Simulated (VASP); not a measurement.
# LuH2 (Fm-3m) in VASP: vibrations by perturbation theory with PBEsol

Aim: the vibrations by perturbation theory of LuH2 with PBEsol.

Program: VASP 6.6.1. These are calculated values, not measurements. Logs are shortened: lines on timing, memory, paths and dates and some standing lists are left out, and cuts for length are marked.

### Step 1. The cell of the first run

It takes space group Fm-3m (No. 225, cubic). Conventional cell: a = 5.033 Å, b = 5.033 Å, c = 5.033 Å, α = 90.00°, β = 90.00°, γ = 90.00°. Within 2.9 Å of Lu (site symmetry m-3m) lie 8 H at 2.18 Å. H (site symmetry -43m) has 4 Lu at 2.18 Å and 6 H at 2.52 Å within 2.9 Å.

### Step 2. Vibrations by perturbation theory, PBEsol

Contents of INCAR:

```
SYSTEM = LuH2
ALGO = Normal ; EDIFF = 1E-8
ENCUT = 520 ; GGA = PS
IBRION = 8 ; ISIF = 2
ISMEAR = -1 ; LASPH = .TRUE.
LCHARG = .FALSE. ; LREAL = .FALSE.
LWAVE = .FALSE. ; NBANDS = 20
NELM = 100 ; NSW = 1
PREC = Accurate ; SIGMA = 0.15
```

Contents of KPOINTS:

```
k-points
0
G
  10 10 10
  0 0 0
```

Contents of POSCAR:

```
LuH2
1.0
    0.0000000000      2.5165000000      2.5165000000
    2.5165000000      0.0000000000      2.5165000000
    2.5165000000      2.5165000000      0.0000000000
Lu H
1 2
Direct
    0.0000000000      0.0000000000      0.0000000000
    0.2500000000      0.2500000000      0.2500000000
    0.7500000000      0.7500000000      0.7500000000
```

Potentials or basis: VASP PAW PBE potentials, release 64 (Lu, H).

On the command line:

```bash
> cat potpaw_PBE.64/Lu/POTCAR potpaw_PBE.64/H/POTCAR > POTCAR
> mpirun -np 1 vasp_std > vasp.out
```

OUTCAR:

```text
SYSTEM = LuH2
   EDIFF = 1E-8
   ENCUT = 520
   GGA = PS
   IBRION = 8
   ISIF = 2
   ISMEAR = -1
   LASPH = .TRUE.
   LREAL = .FALSE.
   NELM = 100
   NSW = 1
   PREC = Accurate

 ion  position               nearest neighbor table
   1  0.000  0.000  0.000-   3 2.18   3 2.18   3 2.18   2 2.18   2 2.18   2 2.18   3 2.18   2 2.18

   2  0.250  0.250  0.250-   1 2.18   1 2.18   1 2.18   1 2.18
   3  0.750  0.750  0.750-   1 2.18   1 2.18   1 2.18   1 2.18

  LATTYP: Found a face centered cubic cell.
 ALAT       =     5.0330000000

  Lattice vectors:

 A1 = (   0.0000000000,   2.5165000000,   2.5165000000)
 A2 = (   2.5165000000,   0.0000000000,   2.5165000000)
 A3 = (   2.5165000000,   2.5165000000,   0.0000000000)

Analysis of symmetry for initial positions (statically):
=====================================================================
 Subroutine PRICEL returns:
 Original cell was already a primitive cell.

 Routine SETGRP: Setting up the symmetry group for a
 face centered cubic supercell.

 Subroutine GETGRP returns: Found 48 space group operations
 (whereof 48 operations were pure point group operations)
 out of a pool of 48 trial point group operations.

The static configuration has the point symmetry O_h .

Analysis of symmetry for dynamics (positions and initial velocities):
=====================================================================
 Subroutine PRICEL returns:
 Original cell was already a primitive cell.

 Routine SETGRP: Setting up the symmetry group for a
 face centered cubic supercell.

 Subroutine GETGRP returns: Found 48 space group operations
 (whereof 48 operations were pure point group operations)
 out of a pool of 48 trial point group operations.

The dynamic configuration has the point symmetry O_h .

 Subroutine INISYM returns: Found 48 space group operations
 (whereof 48 operations are pure point group operations),
 and found     1 'primitive' translations

----------------------------------------------------------------------------------------

                                     Primitive cell

  volume of cell :      31.8728

  direct lattice vectors                    reciprocal lattice vectors
     0.000000000  2.516500000  2.516500000    -0.198688655  0.198688655  0.198688655
     2.516500000  0.000000000  2.516500000     0.198688655 -0.198688655  0.198688655
     2.516500000  2.516500000  0.000000000     0.198688655  0.198688655 -0.198688655

  length of vectors
     3.558868430  3.558868430  3.558868430     0.344138845  0.344138845  0.344138845

  position of ions in fractional coordinates (direct lattice)
     0.000000000  0.000000000  0.000000000
     0.250000000  0.250000000  0.250000000
     0.750000000  0.750000000  0.750000000

  ion indices of the primitive-cell ions
   primitive index   ion index
                 1           1
                 2           2
                 3           3

----------------------------------------------------------------------------------------

 KPOINTS: k-points

Automatic generation of k-mesh.
 Grid dimensions read from file:
 generate k-points for:   10   10   10

 Generating k-lattice:

  Cartesian coordinates                     Fractional coordinates (reciprocal lattice)
    -0.019868865  0.019868865  0.019868865     0.100000000  0.000000000  0.000000000
     0.019868865 -0.019868865  0.019868865     0.000000000  0.100000000  0.000000000
     0.019868865  0.019868865 -0.019868865     0.000000000  0.000000000  0.100000000

  Length of vectors
     0.034413885  0.034413885  0.034413885

  Shift w.r.t. Gamma in fractional coordinates (k-lattice)
     0.000000000  0.000000000  0.000000000

 Subroutine IBZKPT returns following result:
[... 41 lines left out ...]
   ISTART =      0    job   : 0-new  1-cont  2-samecut
   ICHARG =      2    charge: 1-file 2-atom 10-const
   ISPIN  =      1    spin polarized calculation?
   LNONCOLLINEAR =      F non collinear calculations
   LSORBIT =      F    spin-orbit coupling
   LASPH  =      T    aspherical Exc in radial PAW
   ENCUT  =  520.0 eV  38.22 Ry    6.18 a.u.   6.62  6.62  6.62*2*pi/ulx,y,z
   NELM   =    100;   NELMIN=  2; NELMDL= -5     # of ELM steps
   EDIFF  = 0.1E-07   stopping-criterion for ELM
   LREAL  =      F    real-space projection
   EDIFFG = 0.1E-06   stopping-criterion for IOM
   NSW    =      1    number of steps for IOM
   IBRION =      8    ionic relax: 0-MD 1-quasi-New 2-CG
   NFREE  =      0    steps in history (QN), initial steepest desc. (CG)
   ISIF   =      2    stress and relaxation
   ISYM   =      2    0-nonsym 1-usesym 2-fastsym
   POTIM  = 0.5000    time-step for ionic-motion
   TEBEG  =    0.0;   TEEND  =   0.0 temperature during run
   PSTRESS=    0.0 pullay stress
   NELECT =      27.0000    total number of electrons
   NUPDOWN=      -1.0000    fix difference up-down
   EMIN   =  10.00;   EMAX   =-10.00  energy-range for DOS
   EFERMI =   0.00;   METHOD = LEGACY
   ISMEAR =    -1;   SIGMA  =   0.15  broadening in eV -4-tet -1-fermi 0-gaus
   EFERMI_NEDOS =   21; number of points for ismear=-14 and -15
   IALGO  =     38    algorithm
   IMIX   =      4    mixing-type and parameters
     AMIX     =   0.40;   BMIX     =  1.00
     AMIX_MAG =   1.60;   BMIX_MAG =  1.00
  volume/ion in A,a.u.               =      10.62        71.70
  Fermi-wavevector in a.u.,A,eV,Ry     =   1.549016  2.927215 32.646494  2.399450
  Thomas-Fermi vector in A             =   2.653883
   LORBIT       =      0    0 simple, 1 ext, 2 COOP (PROOUT), +10 PAW based schemes
   GGA     = PS    functional components
   LHFCALC =     F    Hartree Fock is set to
   AEXX    =    0.0000 exact exchange contribution
   IVDW    =     0    specifies the selected vdW correction
   LEPSILON=     F    determine dielectric tensor
   LRPA    =     F    only Hartree local field effects (RPA)
 non-spin polarized calculation
  energy-cutoff  :      520.00
  volume of cell :       31.87
 maximum number of plane-waves:       889
   NGX = 13   NGY = 13   NGZ = 13

--------------------------------------- Ionic step        1  -------------------------------------------

 number of electron      27.0000002 magnetization

 Free energy of the ion-electron system (eV)
  ---------------------------------------------------
  ext. energy  EPLUGINS =         0.00000000
  ---------------------------------------------------
  free energy    TOTEN  =       -13.70744003 eV

  energy without entropy =      -13.66369673  energy(sigma->0) =      -13.68556838

 E-fermi :   2.5496     XC(G=0): -11.1897

 val. band max:        2.4736587145   @ k =  -0.4000   0.2000   0.0000
 cond. band min:       2.5947602066   @ k =  -0.2000   0.3000   0.1000
 fundamental gap:      0.1211014921
 Fermi energy:         2.5496274138

 k-point     1 :       0.0000    0.0000    0.0000
  band No.  band energies     occupation
      1     -53.6128      2.00000
      2     -24.1259      2.00000
      3     -24.1259      2.00000
      4     -24.1259      2.00000
      5      -6.7541      2.00000
      6      -2.6787      2.00000
[... 541 lines left out ...]
     19      11.6473      0.00000
     20      12.1825      0.00000

 [... further k-points ...]

------------------------ aborting loop because EDIFF is reached ----------------------------------------

  FORCE on cell =-STRESS in cart. coord.  units (eV):
  Direction    XX          YY          ZZ          XY          YZ          ZX
  --------------------------------------------------------------------------------------
  -------------------------------------------------------------------------------------
  Total       -0.7414393     -0.7414393     -0.7414393      0.0000000      0.0000000     -0.0000000
  in kB      -37.2705125    -37.2705125    -37.2705125      0.0000000      0.0000000     -0.0000000
  external PRESSURE =     -37.2705125 kB  Pullay stress =       0.0000000 kB

 VOLUME and BASIS-vectors are now :
 -----------------------------------------------------------------------------
  energy-cutoff  :      520.00
  volume of cell :       31.87
      direct lattice vectors                 reciprocal lattice vectors
     0.000000000  2.516500000  2.516500000    -0.198688655  0.198688655  0.198688655
     2.516500000  0.000000000  2.516500000     0.198688655 -0.198688655  0.198688655
     2.516500000  2.516500000  0.000000000     0.198688655  0.198688655 -0.198688655

 POSITION                                       TOTAL-FORCE (eV/Angst)
 -----------------------------------------------------------------------------------
      0.00000      0.00000      0.00000         0.000000     -0.000000     -0.000000
      1.25825      1.25825      1.25825        -0.000000     -0.000000     -0.000000
      3.77475      3.77475      3.77475         0.000000      0.000000      0.000000
 -----------------------------------------------------------------------------------
    total drift:                               -0.000000     -0.000000      0.000000

  FREE ENERGIE OF THE ION-ELECTRON SYSTEM (eV)
  ---------------------------------------------------
  free  energy   TOTEN  =       -13.7074400325 eV

  energy  without entropy=      -13.6636967330  energy(sigma->0) =      -13.68556838

[... ionic steps 2 to 3 ...]

--------------------------------------- Ionic step        4  -------------------------------------------

------------------------ aborting loop because EDIFF is reached ----------------------------------------

[... ionic steps 5 to 6 ...]

--------------------------------------- Ionic step        7  -------------------------------------------

 Free energy of the ion-electron system (eV)
  ---------------------------------------------------
  ---------------------------------------------------
  free energy    TOTEN  =        -0.01733242 eV

  energy without entropy =       -0.01733242

------------------------ aborting loop because EDIFF is reached ----------------------------------------

 INTERNAL STRAIN TENSOR  FOR ION    2  DIRECTION 1   (eV/Angst):
 -----------------------------------------------------------------------------
     0.00071  0.00000  0.00000
     0.00000  0.00115 -3.29879
     0.00000 -3.29879  0.00115

 INTERNAL STRAIN TENSOR FOR ION    3 for displacements in x,y,z  (eV/Angst):
          X           Y           Z          XY          YZ          ZX
  --------------------------------------------------------------------------------
  x     0.00000     0.00000     0.00000     0.00000     3.29879     0.00000
  y     0.00000     0.00000     0.00000     0.00000     0.00000     3.29879
  z     0.00000     0.00000     0.00000     3.29879     0.00000     0.00000

 SECOND DERIVATIVES (NOT SYMMETRIZED)
 ------------------------------------
               1X          1Y          1Z          2X          2Y          2Z          3X          3Y          3Z
  1X    -6.429890    0.000000    0.000000    3.214945    0.000000    0.000000    3.214945    0.000000    0.000000
  1Y     0.000000   -6.429890    0.000000    0.000000    3.214945    0.000000    0.000000    3.214945    0.000000
  1Z     0.000000    0.000000   -6.429890    0.000000    0.000000    3.214945    0.000000    0.000000    3.214945
  2X     3.235994    0.000000    0.000000   -4.095208    0.000000    0.000000    0.859214    0.000000    0.000000
  2Y     0.000000    3.235994    0.000000    0.000000   -4.095208    0.000000    0.000000    0.859214    0.000000
  2Z     0.000000    0.000000    3.235994    0.000000    0.000000   -4.095208    0.000000    0.000000    0.859214
  3X     3.235994    0.000000    0.000000    0.859214    0.000000    0.000000   -4.095208    0.000000    0.000000
  3Y     0.000000    3.235994    0.000000    0.000000    0.859214    0.000000    0.000000   -4.095208    0.000000
  3Z     0.000000    0.000000    3.235994    0.000000    0.000000    0.859214    0.000000    0.000000   -4.095208

 Eigenvectors and eigenvalues of the dynamical matrix
 ----------------------------------------------------

   1 f  =   34.797435 THz   218.638732 2PiTHz 1160.717489 cm-1   143.910563 meV
             X         Y         Z           dx          dy          dz
      0.000000  0.000000  0.000000    -0.000000    0.000000   -0.000000
      1.258250  1.258250  1.258250    -0.027576    0.167848   -0.686343
      3.774750  3.774750  3.774750     0.027576   -0.167848    0.686343
[... 43 lines left out ...]
   9 f/i=    0.009724 THz     0.061096 2PiTHz    0.324348 cm-1     0.040214 meV
             X         Y         Z           dx          dy          dz
      0.000000  0.000000  0.000000    -0.982521    0.151138    0.024098
      1.258250  1.258250  1.258250    -0.074037    0.011389    0.001816
      3.774750  3.774750  3.774750    -0.074037    0.011389    0.001816

--------------------------------------------------------------------------------------------------------

 ELASTIC MODULI CONTR FROM IONIC RELAXATION (kBar)
 Direction    XX          YY          ZZ          XY          YZ          ZX
 --------------------------------------------------------------------------------
 XX          -0.0000     -0.0000     -0.0000     -0.0000     -0.0000     -0.0000
 YY          -0.0000     -0.0000     -0.0000     -0.0000     -0.0000     -0.0000
 ZZ          -0.0000     -0.0000     -0.0000     -0.0000     -0.0000     -0.0000
 XY          -0.0000     -0.0000     -0.0000   -220.8187     -0.0000     -0.0000
 YZ          -0.0000     -0.0000     -0.0000     -0.0000   -220.8187     -0.0000
 ZX          -0.0000     -0.0000     -0.0000     -0.0000     -0.0000   -220.8187
 --------------------------------------------------------------------------------
```

Wall time 5.4 min (1 thread of AMD EPYC 9R45 (Zen 5), shared host); peak memory 0.35 GiB.

Results:

| Property | Result |
| --- | --- |
| Highest phonon frequency at Γ | 1161 cm⁻¹ |

Phonon frequencies in cm⁻¹ (negative: imaginary):
```tsv
q point	frequencies
(0.000, 0.000, 0.000)	0 0 0 943 943 943 1161 1161 1161
```

Caveat: the cell stands under pressure or tension, which shifts response properties; the PAW data sets were made with another functional, which shifts forces and pressure a little; spin-orbit coupling is left out, which moves the levels of the heavy elements.
